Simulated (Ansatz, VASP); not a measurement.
Sn in VASP and in Ansatz

INCAR

```
SYSTEM = Sn
PREC = Accurate ; ENCUT = 520
EDIFF = 1E-6 ; ISMEAR = 0
SIGMA = 0.15 ; LREAL = .FALSE.
LASPH = .TRUE. ; NELM = 80
ALGO = Fast ; ISIF = 2
LWAVE = .FALSE. ; LCHARG = .FALSE.
NBANDS = 13
```

File KPOINTS:

```
Automatic mesh
0
G
  20 20 20
  0 0 0
```

POSCAR

```
Sn
1.0
   -1.6833755250      1.7311583250      2.2214249000
    1.6833755250     -1.7311583250      2.2214249000
    1.6833755250      1.7311583250     -2.2214249000
Sn
1
Direct
    0.0000000000      0.0000000000      0.0000000000
```

Input for Ansatz:

```yaml
crystal:
  lattice:
    - [-1.683375525, 1.731158325, 2.2214249]
    - [1.683375525, -1.731158325, 2.2214249]
    - [1.683375525, 1.731158325, -2.2214249]
  atoms:
    - { symbol: Sn, position: [0.0, 0.0, 0.0] }
basis:
  ecutwfc: 420
kpoints:
  mp_grid: { grid: [20, 20, 20] }
hamiltonian:
  xc: lda
scf:
  occupations: { method: gaussian, width: 0.15 }
output:
  forces: true
  stress: true
  eigenvalues: true
```

Change from the starting cell: strain -0.025 along x and y, -0.050 along z, atoms carried along.

Alike in both runs: task single point; functional LDA; k mesh 20 × 20 × 20; occupations gaussian, width 0.15 eV; no spin polarisation.

|  | VASP | Ansatz |
| --- | --- | --- |
| version | VASP 6.6.1 | Ansatz 0.2.0 |
| potentials or method | VASP PAW LDA potentials, release 64 (Sn_d), cutoff 520 eV | scalar-relativistic, plane waves, PAW |
| valence electrons in the cell | 14 | 14 |

Ansatz gave:

```
gap on the k mesh at the Fermi level (eV)                     : none
pressure (GPa)                                                : -0.1
traceless stress, the component that is largest in VASP (GPa) : 0.74
```

Question: What did VASP give for the same quantities?

Answer: gap on the k mesh at the Fermi level (eV): none; pressure (GPa): -0.1; traceless stress, the component that is largest in VASP (GPa): 0.75.

LDA's correlation is that of Perdew and Zunger in VASP and of Perdew and Wang (1992) in Ansatz. A gap of «none» marks a metal or a gap that the smearing closes.
